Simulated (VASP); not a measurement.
# SiC (P6_3mc) in VASP: notebook

The runs below take SiC through single point, with PBE.

Program: VASP 6.6.1. These are calculated values, not measurements. Logs are shortened: lines on timing, memory, paths and dates and some standing lists are left out, and cuts for length are marked.

### Step 1. The cell of the first run

Symmetry: P6_3mc, No. 186, hexagonal system. Conventional cell: a = 3.086 Å, b = 3.086 Å, c = 5.065 Å, α = 90.00°, β = 90.00°, γ = 120.00°. Within 2.5 Å of Si (site symmetry 3m) lie 4 C at 1.87 to 1.95 Å. Within 2.5 Å of C (site symmetry 3m) lie 4 Si at 1.87 to 1.95 Å.

### Step 2. Single point, PBE (volume scaled by 1.01)

INCAR reads:

```
SYSTEM = SiC
ALGO = Normal
EDIFF = 1E-6
ENCUT = 520
GGA = PE
ISIF = 2
ISMEAR = -1
LASPH = .TRUE.
LCHARG = .TRUE.
LELF = .TRUE.
LREAL = .FALSE.
LVHAR = .TRUE.
LWAVE = .FALSE.
NBANDS = 16
NELM = 80
PREC = Accurate
SIGMA = 0.08
```

KPOINTS reads:

```
k-points
0
G
  15 15 8
  0 0 0
```

POSCAR reads:

```
SiC
1.0
    3.0862175446      0.0000000000      0.0000000000
   -1.5431087723      2.6727427953      0.0000000000
    0.0000000000      0.0000000000      5.0647708873
Si C
2 2
Direct
    0.3333333333      0.6666666667      0.0000000000
    0.6666666667      0.3333333333      0.5000000000
    0.3333333333      0.6666666667      0.3850000000
    0.6666666667      0.3333333333      0.8850000000
```

Potentials or basis: VASP PAW PBE potentials, release 64 (Si, C).

The run is started by

```bash
cat potpaw_PBE.64/Si/POTCAR potpaw_PBE.64/C/POTCAR > POTCAR
mpirun -np 1 vasp_std > vasp.out
```

OUTCAR:

```text
SYSTEM = SiC
   EDIFF = 1E-6
   ENCUT = 520
   GGA = PE
   ISIF = 2
   ISMEAR = -1
   LASPH = .TRUE.
   LREAL = .FALSE.
   NELM = 80
   PREC = Accurate

 ion  position               nearest neighbor table
   1  0.333  0.667  0.000-   4 1.87   4 1.87   4 1.87   3 1.95   2 3.10   2 3.10   2 3.10   2 3.10
                             2 3.10   2 3.10
   2  0.667  0.333  0.500-   3 1.87   3 1.87   3 1.87   4 1.95   1 3.10   1 3.10   1 3.10   1 3.10
                             1 3.10   1 3.10
   3  0.333  0.667  0.385-   2 1.87   2 1.87   2 1.87   1 1.95
   4  0.667  0.333  0.885-   1 1.87   1 1.87   1 1.87   2 1.95

  LATTYP: Found a hexagonal cell.
 ALAT       =     3.0862175446
 C/A-ratio  =     1.6410932846

  Lattice vectors:

 A1 = (   3.0862175446,   0.0000000000,   0.0000000000)
 A2 = (  -1.5431087723,   2.6727427953,   0.0000000000)
 A3 = (   0.0000000000,   0.0000000000,   5.0647708873)

Analysis of symmetry for initial positions (statically):
=====================================================================
 Subroutine PRICEL returns:
 Original cell was already a primitive cell.

 Routine SETGRP: Setting up the symmetry group for a
 hexagonal supercell.

 Subroutine GETGRP returns: Found 12 space group operations
 (whereof  6 operations were pure point group operations)
 out of a pool of 24 trial point group operations.

The static configuration has the point symmetry C_3v.
 The point group associated with its full space group is C_6v.

Analysis of symmetry for dynamics (positions and initial velocities):
=====================================================================
 Subroutine PRICEL returns:
 Original cell was already a primitive cell.

 Routine SETGRP: Setting up the symmetry group for a
 hexagonal supercell.

 Subroutine GETGRP returns: Found 12 space group operations
 (whereof  6 operations were pure point group operations)
 out of a pool of 24 trial point group operations.

The dynamic configuration has the point symmetry C_3v.
 The point group associated with its full space group is C_6v.

 Subroutine INISYM returns: Found 12 space group operations
 (whereof  6 operations are pure point group operations),
 and found     1 'primitive' translations

----------------------------------------------------------------------------------------

                                     Primitive cell

  volume of cell :      41.7776

  direct lattice vectors                    reciprocal lattice vectors
     3.086217545  0.000000000  0.000000000     0.324021228  0.187073743  0.000000000
    -1.543108772  2.672742795  0.000000000     0.000000000  0.374147487  0.000000000
     0.000000000  0.000000000  5.064770887     0.000000000  0.000000000  0.197442297

  length of vectors
     3.086217545  3.086217545  5.064770887     0.374147487  0.374147487  0.197442297

  position of ions in fractional coordinates (direct lattice)
     0.333333333  0.666666667  0.000000000
     0.666666667  0.333333333  0.500000000
     0.333333333  0.666666667  0.385000000
     0.666666667  0.333333333  0.885000000

  ion indices of the primitive-cell ions
   primitive index   ion index
                 1           1
                 2           2
                 3           3
                 4           4

----------------------------------------------------------------------------------------

 KPOINTS: k-points

Automatic generation of k-mesh.
 Grid dimensions read from file:
 generate k-points for:   15   15    8

 Generating k-lattice:

  Cartesian coordinates                     Fractional coordinates (reciprocal lattice)
     0.021601415  0.012471583  0.000000000     0.066666667  0.000000000  0.000000000
     0.000000000  0.024943166  0.000000000     0.000000000  0.066666667  0.000000000
     0.000000000  0.000000000  0.024680287     0.000000000  0.000000000  0.125000000

  Length of vectors
     0.024943166  0.024943166  0.024680287

  Shift w.r.t. Gamma in fractional coordinates (k-lattice)
     0.000000000  0.000000000  0.000000000

 Subroutine IBZKPT returns following result:
 ===========================================

 Found    135 irreducible k-points:

 Following reciprocal coordinates:
            Coordinates               Weight
  0.000000  0.000000  0.000000      1.000000
  0.066667 -0.000000  0.000000      6.000000
  0.133333  0.000000  0.000000      6.000000
  0.200000 -0.000000  0.000000      6.000000
  0.266667  0.000000  0.000000      6.000000
  0.333333  0.000000  0.000000      6.000000
[... 16 lines left out ...]
  0.333333  0.200000  0.000000     12.000000
  0.400000  0.200000  0.000000      6.000000
 [... further k-points ...]
   k-points           NKPTS =    135   k-points in BZ     NKDIM =    135   number of bands    NBANDS=     16
   number of dos      NEDOS =    301   number of ions     NIONS =      4
   total plane-waves  NPLWV =  23040
   dimension x,y,z NGX =    24 NGY =   24 NGZ =   40
   dimension x,y,z NGXF=    48 NGYF=   48 NGZF=   80
   ions per type =               2   2
   NGX,Y,Z   is equivalent  to a cutoff of  12.93, 12.93, 13.13 a.u.
   NGXF,Y,Z  is equivalent  to a cutoff of  25.86, 25.86, 26.26 a.u.
 SYSTEM =  SiC
   PREC   = accura    normal or accurate (medium, high low for compatibility)
   ISTART =      0    job   : 0-new  1-cont  2-samecut
   ICHARG =      2    charge: 1-file 2-atom 10-const
   ISPIN  =      1    spin polarized calculation?
   LNONCOLLINEAR =      F non collinear calculations
   LSORBIT =      F    spin-orbit coupling
   LASPH  =      T    aspherical Exc in radial PAW
   ENCUT  =  520.0 eV  38.22 Ry    6.18 a.u.   5.74  5.74  9.42*2*pi/ulx,y,z
   NELM   =     80;   NELMIN=  2; NELMDL= -5     # of ELM steps
   EDIFF  = 0.1E-05   stopping-criterion for ELM
   LREAL  =      F    real-space projection
   EDIFFG = 0.1E-04   stopping-criterion for IOM
   NSW    =      0    number of steps for IOM
   IBRION =     -1    ionic relax: 0-MD 1-quasi-New 2-CG
   NFREE  =      0    steps in history (QN), initial steepest desc. (CG)
   ISIF   =      2    stress and relaxation
   ISYM   =      2    0-nonsym 1-usesym 2-fastsym
   POTIM  = 0.5000    time-step for ionic-motion
   TEBEG  =    0.0;   TEEND  =   0.0 temperature during run
   PSTRESS=    0.0 pullay stress
   NELECT =      16.0000    total number of electrons
   NUPDOWN=      -1.0000    fix difference up-down
   EMIN   =  10.00;   EMAX   =-10.00  energy-range for DOS
   EFERMI =   0.00;   METHOD = LEGACY
   ISMEAR =    -1;   SIGMA  =   0.08  broadening in eV -4-tet -1-fermi 0-gaus
   EFERMI_NEDOS =   21; number of points for ismear=-14 and -15
   IALGO  =     38    algorithm
   IMIX   =      4    mixing-type and parameters
     AMIX     =   0.40;   BMIX     =  1.00
     AMIX_MAG =   1.60;   BMIX_MAG =  1.00
  volume/ion in A,a.u.               =      10.44        70.48
  Fermi-wavevector in a.u.,A,eV,Ry     =   1.188868  2.246635 19.230573  1.413407
  Thomas-Fermi vector in A             =   2.324988
   LORBIT       =      0    0 simple, 1 ext, 2 COOP (PROOUT), +10 PAW based schemes
   GGA     = PE    functional components
   LHFCALC =     F    Hartree Fock is set to
   AEXX    =    0.0000 exact exchange contribution
   IVDW    =     0    specifies the selected vdW correction
   LEPSILON=     F    determine dielectric tensor
   LRPA    =     F    only Hartree local field effects (RPA)
 non-spin polarized calculation
  energy-cutoff  :      520.00
  volume of cell :       41.78
 maximum number of plane-waves:      1146
 NGX is ok and might be reduce to    24
   NGX = 11   NGY = 11   NGZ = 19

 number of electron      16.0000000 magnetization

 Free energy of the ion-electron system (eV)
  ---------------------------------------------------
  ext. energy  EPLUGINS =         0.00000000
  ---------------------------------------------------
  free energy    TOTEN  =       -30.07392881 eV

  energy without entropy =      -30.07392881  energy(sigma->0) =      -30.07392881

 E-fermi :   9.4875     XC(G=0): -11.3053

 val. band max:        8.2974626781   @ k =   0.0000   0.0000   0.0000
 cond. band min:      10.6378839461   @ k =   0.3333   0.3333   0.0000
 fundamental gap:      2.3404212680
 Fermi energy:         9.4875035871

 k-point     1 :       0.0000    0.0000    0.0000
  band No.  band energies     occupation
      1      -7.3484      2.00000
      2      -3.8839      2.00000
      3      -0.3367      2.00000
      4       6.7459      2.00000
      5       6.7459      2.00000
      6       8.0211      2.00000
[... 8 lines left out ...]
     15      16.9315      0.00000
     16      19.5589      0.00000

 k-point     2 :       0.0667   -0.0000    0.0000
  band No.  band energies     occupation
      1      -7.2718      2.00000
      2      -3.8179      2.00000
      3      -0.2656      2.00000
      4       6.2978      2.00000
      5       6.6103      2.00000
      6       7.7258      2.00000
[... 8 lines left out ...]
     15      17.1362      0.00000
     16      18.8302      0.00000

 k-point     3 :       0.1333    0.0000    0.0000
  band No.  band energies     occupation
      1      -7.0430      2.00000
      2      -3.6230      2.00000
      3      -0.0556      2.00000
      4       5.2340      2.00000
      5       6.2751      2.00000
      6       6.9541      2.00000
[... 8 lines left out ...]
     15      17.6550      0.00000
     16      17.8906      0.00000

 k-point     4 :       0.2000   -0.0000    0.0000
  band No.  band energies     occupation
      1      -6.6661      2.00000
      2      -3.3115      2.00000
      3       0.2785      2.00000
      4       3.9479      2.00000
      5       5.8646      2.00000
      6       5.9240      2.00000
[... 8 lines left out ...]
     15      17.6389      0.00000
     16      18.2460      0.00000
[... 324 lines left out ...]
 k-point    22 :       0.2667    0.2000    0.0000
  band No.  band energies     occupation
      1      -4.7021      2.00000
      2      -2.1793      2.00000
      3       0.9044      2.00000
      4       2.3991      2.00000
      5       2.7159      2.00000
      6       3.6669      2.00000
[... 8 lines left out ...]
     15      18.5392      0.00000
     16      19.7706      0.00000

 k-point    23 :       0.3333    0.2000    0.0000
  band No.  band energies     occupation
      1      -4.0091      2.00000
      2      -2.2813      2.00000
      3       0.7844      2.00000
      4       2.1081      2.00000
      5       2.8537      2.00000
      6       3.2631      2.00000
[... 8 lines left out ...]
     15      19.0263      0.00000
     16      19.7823      0.00000

 k-point    24 :       0.4000    0.2000    0.0000
  band No.  band energies     occupation
      1      -3.5979      2.00000
      2      -2.5159      2.00000
      3       0.8258      2.00000
      4       2.0108      2.00000
      5       2.5424      2.00000
      6       3.5688      2.00000
[... 8 lines left out ...]
     15      19.2249      0.00000
     16      20.0549      0.00000

 [... further k-points ...]
[... 5 lines left out ...]
  --------------------------------------------------------------------------------------
  -------------------------------------------------------------------------------------
  Total        0.7574637      0.7574637     -0.3978134      0.0000000      0.0000000      0.0000000
  in kB       29.0488458     29.0488458    -15.2562037      0.0000000      0.0000000      0.0000000
  external PRESSURE =      14.2804960 kB  Pullay stress =       0.0000000 kB

 VOLUME and BASIS-vectors are now :
 -----------------------------------------------------------------------------
  energy-cutoff  :      520.00
  volume of cell :       41.78
      direct lattice vectors                 reciprocal lattice vectors
     3.086217545  0.000000000  0.000000000     0.324021228  0.187073743  0.000000000
    -1.543108772  2.672742795  0.000000000     0.000000000  0.374147487  0.000000000
     0.000000000  0.000000000  5.064770887     0.000000000  0.000000000  0.197442297

 POSITION                                       TOTAL-FORCE (eV/Angst)
 -----------------------------------------------------------------------------------
     -0.00000      1.78183      0.00000        -0.000000     -0.000000      0.737362
      1.54311      0.89091      2.53239         0.000000     -0.000000      0.737362
     -0.00000      1.78183      1.94994         0.000000      0.000000     -0.737362
      1.54311      0.89091      4.48232        -0.000000     -0.000000     -0.737362
 -----------------------------------------------------------------------------------
    total drift:                               -0.000000      0.000000     -0.000178

  FREE ENERGIE OF THE ION-ELECTRON SYSTEM (eV)
  ---------------------------------------------------
  free  energy   TOTEN  =       -30.0739288121 eV

  energy  without entropy=      -30.0739288060  energy(sigma->0) =      -30.07392881
```

Wall time 50 s (1 thread of Intel Xeon Platinum 8488C (Sapphire Rapids), shared host); peak memory 0.21 GiB.

What came out:

- Free energy: -30.0739 eV
- Pressure: 1.4 GPa
- Largest force: 0.737 eV/Å
- Band gap on the k mesh: 2.34 eV, indirect (least direct gap 4.07 eV)

Forces on the atoms (eV/Å):
```
Si   0.000  0.000  0.737
Si   0.000  0.000  0.737
C    0.000  0.000 -0.737
C    0.000  0.000 -0.737
```

Levels at points of the mesh, in eV from the valence-band top:
| k point | band 6 | band 7 | band 8 | band 9 | band 10 | band 11 |
| --- | --- | --- | --- | --- | --- | --- |
| (0.00, 0.00, 0.00) | -0.28 | -0.28 | 0.00 | 4.54 | 5.92 | 6.45 |
| (0.00, 0.00, 0.50) | -0.96 | -0.96 | -0.96 | 5.62 | 5.62 | 7.12 |

### Step 3. Single point, PBE (volume scaled by 1.04)

INCAR reads:

```
SYSTEM = SiC
  ALGO = Normal
  EDIFF = 1E-6
  ENCUT = 520
  GGA = PE
  ISIF = 2
  ISMEAR = -1
  LASPH = .True.
  LCHARG = .True.
  LELF = .True.
  LREAL = .False.
  LVHAR = .True.
  LWAVE = .False.
  NBANDS = 16
  NELM = 100
  PREC = Accurate
  SIGMA = 0.08
```

KPOINTS reads:

```
k-points
0
Gamma
  15 15 8
  0 0 0
```

POSCAR reads:

```
SiC
1.0
    3.1164765090      0.0000000000      0.0000000000
   -1.5582382545      2.6989478271      0.0000000000
    0.0000000000      0.0000000000      5.1144286705
Si C
2 2
Direct
    0.3333333333      0.6666666667      0.0000000000
    0.6666666667      0.3333333333      0.5000000000
    0.3333333333      0.6666666667      0.3850000000
    0.6666666667      0.3333333333      0.8850000000
```

Potentials or basis: VASP PAW PBE potentials, release 64 (Si, C).

The run is started by

```bash
cat potpaw_PBE.64/Si/POTCAR potpaw_PBE.64/C/POTCAR > POTCAR
mpirun -np 1 vasp_std > vasp.out
```

OUTCAR:

```text
SYSTEM = SiC
   EDIFF = 1E-6
   ENCUT = 520
   GGA = PE
   ISIF = 2
   ISMEAR = -1
   LASPH = .True.
   LREAL = .False.
   NELM = 100
   PREC = Accurate

 ion  position               nearest neighbor table
   1  0.333  0.667  0.000-   4 1.89   4 1.89   4 1.89   3 1.97   2 3.13   2 3.13   2 3.13   2 3.13
                             2 3.13   2 3.13
   2  0.667  0.333  0.500-   3 1.89   3 1.89   3 1.89   4 1.97   1 3.13   1 3.13   1 3.13   1 3.13
                             1 3.13   1 3.13
   3  0.333  0.667  0.385-   2 1.89   2 1.89   2 1.89   1 1.97
   4  0.667  0.333  0.885-   1 1.89   1 1.89   1 1.89   2 1.97

[... 660 lines left out ...]
  -------------------------------------------------------------------------------------
  Total       -0.9391834     -0.9391834     -1.8314820      0.0000000      0.0000000      0.0000000
  in kB      -34.9788482    -34.9788482    -68.2115253      0.0000000      0.0000000      0.0000000
  external PRESSURE =     -46.0564072 kB  Pullay stress =       0.0000000 kB

 VOLUME and BASIS-vectors are now :
 -----------------------------------------------------------------------------
  energy-cutoff  :      520.00
  volume of cell :       43.02
      direct lattice vectors                 reciprocal lattice vectors
     3.116476509  0.000000000  0.000000000     0.320875193  0.185257379  0.000000000
    -1.558238254  2.698947827  0.000000000     0.000000000  0.370514758  0.000000000
     0.000000000  0.000000000  5.114428670     0.000000000  0.000000000  0.195525261

 POSITION                                       TOTAL-FORCE (eV/Angst)
 -----------------------------------------------------------------------------------
     -0.00000      1.79930      0.00000        -0.000000      0.000000      0.693646
      1.55824      0.89965      2.55721        -0.000000      0.000000      0.693646
     -0.00000      1.79930      1.96906        -0.000000     -0.000000     -0.693646
      1.55824      0.89965      4.52627         0.000000     -0.000000     -0.693646
 -----------------------------------------------------------------------------------
    total drift:                               -0.000000      0.000000      0.000195

  FREE ENERGIE OF THE ION-ELECTRON SYSTEM (eV)
  ---------------------------------------------------
  free  energy   TOTEN  =       -30.0613830256 eV

  energy  without entropy=      -30.0613830201  energy(sigma->0) =      -30.06138302
```

OSZICAR:

```text
N       E                     dE             d eps       ncg     rms          rms(c)
DAV:   1     0.258052160167E+02    0.25805E+02   -0.70994E+03  4320   0.891E+02
DAV:   2    -0.309161410939E+02   -0.56721E+02   -0.51759E+02  6120   0.155E+02
DAV:   3    -0.335690804415E+02   -0.26529E+01   -0.26404E+01  5712   0.311E+01
DAV:   4    -0.335896767105E+02   -0.20596E-01   -0.20593E-01  5256   0.336E+00
DAV:   5    -0.335898869776E+02   -0.21027E-03   -0.21026E-03  5736   0.321E-01    0.120E+01
DAV:   6    -0.301261747183E+02    0.34637E+01   -0.63492E+00  5464   0.154E+01    0.532E+00
DAV:   7    -0.300782857297E+02    0.47889E-01   -0.10307E+00  6184   0.588E+00    0.241E+00
DAV:   8    -0.300624655616E+02    0.15820E-01   -0.43792E-02  4816   0.136E+00    0.605E-01
DAV:   9    -0.300610085172E+02    0.14570E-02   -0.74329E-03  5576   0.579E-01    0.126E-01
DAV:  10    -0.300613512895E+02   -0.34277E-03   -0.10829E-03  5184   0.189E-01    0.587E-02
DAV:  11    -0.300613820488E+02   -0.30759E-04   -0.10655E-04  5088   0.724E-02    0.137E-02
DAV:  12    -0.300613830256E+02   -0.97682E-06   -0.73524E-06  5704   0.174E-02
   1 F= -.30061383E+02 E0= -.30061383E+02  d E =-.548553E-08
```

stdout:

```text
POSCAR found type information on POSCAR SiC
 POSCAR found :  2 types and       4 ions
 scaLAPACK will be used
 LDA part: xc-table for (Slater+PW92), standard interpolation
 POSCAR, INCAR and KPOINTS ok, starting setup
 FFT: planning ... GRIDC
 FFT: planning ... GRID_SOFT
 FFT: planning ... GRID
 WAVECAR not read
 entering main loop
```

It took 52 s on 1 thread of Intel Xeon Platinum 8488C (Sapphire Rapids), shared host; peak memory 0.2 GiB.

Results:

| Quantity | Value |
| --- | --- |
| Free energy | -30.0614 eV |
| Pressure | -4.6 GPa |
| Largest force | 0.694 eV/Å |
| Band gap on the k mesh | 2.39 eV, indirect (least direct gap 4.01 eV) |

Forces on the atoms (eV/Å):
```
Si   0.000  0.000  0.694
Si   0.000  0.000  0.694
C    0.000  0.000 -0.694
C    0.000  0.000 -0.694
```

Stress tensor (GPa, compression positive):
```
-3.50  0.00  0.00
 0.00 -3.50  0.00
 0.00  0.00 -6.82
```

 A k mesh can miss the band edges.

(Continued in part 2 of 2.)
